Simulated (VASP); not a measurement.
Crystal: Al.

```
Al
1.0
     2.63958    0.00000    0.00000
    -1.31979    2.28594    0.00000
     0.00000    0.00000    4.09839
Al
2
Cartesian
  0.0000 1.5240 1.0246
  1.3198 0.7620 3.0738
```

This isn't the form of Al at room conditions, which is fcc.

* Program: VASP 6.6.1
* Task: relaxation of cell and atoms
* Functional: PBEsol
* Potentials or basis: VASP PAW PBE potentials, release 64 (Al)
* Cutoff: 600 eV
* k mesh: 12 × 12 × 6
* Occupations: gaussian, width 0.1 eV
* Spin: no spin polarisation

At the start: pressure 40.0 GPa; volume 12.36 Å³/atom.

How do energy, volume and symmetry change on relaxing?

Over 6 steps the energy falls by 409.1 meV/atom and the volume is 16.30 Å³/atom (+31.8 %); space group P6_3/mmc (No. 194, to 0.1 Å) before and after.

Step by step:
```
step  energy change (eV)  largest force (eV/Å)  pressure (GPa)  volume (Å³)
   1              0.0000                0.0000           40.03        24.73
   2             -0.6751                0.0000           -8.02        37.48
   3             -0.8141                0.0000           -0.04        32.58
   4             -0.8140                0.0000           -0.45        32.75
   5             -0.8171                0.0000           -0.29        32.67
   6             -0.8181                0.0000           -0.13        32.59
```

Final structure:
```
Al
1.0
     2.83797    0.00000    0.00000
    -1.41899    2.45775    0.00000
     0.00000    0.00000    4.67303
Al
2
Direct
  0.33333 0.66667 0.25000
  0.66667 0.33333 0.75000
```

Caveat: the volume moved by over 15 % at a fixed basis, so the end points are rough; the PAW data sets were made with another functional, which shifts forces and pressure a little.
